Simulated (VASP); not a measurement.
Input of a VASP 6.6.1 run:

The input INCAR:

```
SYSTEM = Sb
PREC = Accurate
ENCUT = 500
EDIFF = 1E-6
ISMEAR = -1
SIGMA = 0.05
LREAL = .FALSE.
LASPH = .TRUE.
NELM = 120
ALGO = Normal
ISIF = 2
LWAVE = .FALSE.
LCHARG = .TRUE.
GGA = CA
LELF = .TRUE.
LVHAR = .TRUE.
NBANDS = 22
GGA_COMPAT = .FALSE.
```

The input KPOINTS:

```
Automatic mesh
0
G
  14 14 8
  0 0 0
```

File POSCAR:

```
Sb
1.0
    2.6669246315      0.0000000000      0.0000000000
   -1.3334623157      2.3096244809      0.0000000000
    0.0000000000      0.0000000000      4.1683984088
Sb
2
Direct
    0.3333333333      0.6666666667      0.2500000000
    0.6666666667      0.3333333333      0.7500000000
```

Potentials or basis: VASP PAW LDA potentials, release 64 (Sb_d_GW).

Launch:

```console
$ cat potpaw_LDA.64/Sb_d_GW/POTCAR > POTCAR
$ mpirun -np 1 vasp_std > vasp.out
```

Task: Predict the pressure.

Result: 242.2 GPa.

Task: What does it give for the band gap on the k mesh?

Result: Zero (band 15 reaches 25.78 eV, above the bottom of band 16 at 11.22 eV).

Stress tensor (GPa, compression positive):
```
242.44   0.00   0.00
  0.00 242.44   0.00
  0.00   0.00 241.74
```

Caveat: spin-orbit coupling is left out, which moves the levels of the heavy elements.
